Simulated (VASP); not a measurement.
SrO, 2 atoms in the cell. It takes space group Fm-3m (No. 225, cubic). Conventional cell: a = 5.195 Å, b = 5.195 Å, c = 5.195 Å, α = 90.00°, β = 90.00°, γ = 90.00°. Within 3.4 Å of Sr (site symmetry m-3m) lie 6 O at 2.60 Å. Within 3.4 Å of O (site symmetry m-3m) lie 6 Sr at 2.60 Å. 

- Program: VASP 6.6.1
- Task: single point
- Functional: PBE
- Potentials or basis: VASP PAW PBE potentials, release 64 (Sr_sv, O)
- Cutoff: 600 eV
- k mesh: 8 × 8 × 8
- Occupations: gaussian, width 0.02 eV
- Spin: no spin polarisation
- Dipole correction: no
- Further INCAR settings: ALGO = Normal; EDIFF = 1e-06; NBANDS = 15

Potentials or basis: VASP PAW PBE potentials, release 64 (Sr_sv, O).

Run with:

```console
$ cat potpaw_PBE.64/Sr_sv/POTCAR potpaw_PBE.64/O/POTCAR > POTCAR
$ mpirun -np 1 vasp_std > vasp.out
```

Hardware: 1 thread of Intel Xeon 8259CL, on a shared host.

Task: How long does it take, and how much memory?

Result: Run time: 35 s on 1 thread of Intel Xeon 8259CL (shared host), peak memory 0.18 GiB. Counts: scf iterations 13, k points 29.
